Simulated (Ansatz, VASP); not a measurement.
TiC: VASP beside Ansatz

```
Ti C
1.0
     0.00000    2.16572    2.16572
     2.16572    0.00000    2.16572
     2.16572    2.16572    0.00000
Ti C
1 1
Direct
  0.00000 0.00000 0.00000
  0.50000 0.50000 0.50000
```

Alike in both runs: task single point; functional PBE; k mesh 6 × 6 × 6; occupations fermi-dirac, width 0.02 eV; no spin polarisation.

|  | VASP | Ansatz |
| --- | --- | --- |
| version | VASP 6.6.1 | Ansatz 0.2.0 |
| potentials or method | VASP PAW PBE potentials, release 64 (Ti_sv, C), cutoff 520 eV | all-electron LAPW, scalar-relativistic |

Ansatz gave:

```
gap on the k mesh at the Fermi level (eV) : none
pressure (GPa)                            : 0.2
```

**Question.** Which values does VASP return?

**Answer.** gap on the k mesh at the Fermi level (eV): none; pressure (GPa): 0.4.

A gap of «none» marks a metal or a gap that the smearing closes. Ansatz ran all-electron here, and VASP with PAW potentials.

The k mesh is coarse, so the values compare programs but aren't converged. Noted on Ansatz's run: the k mesh is thin for a metal, which can move the energy by tens of meV per atom.
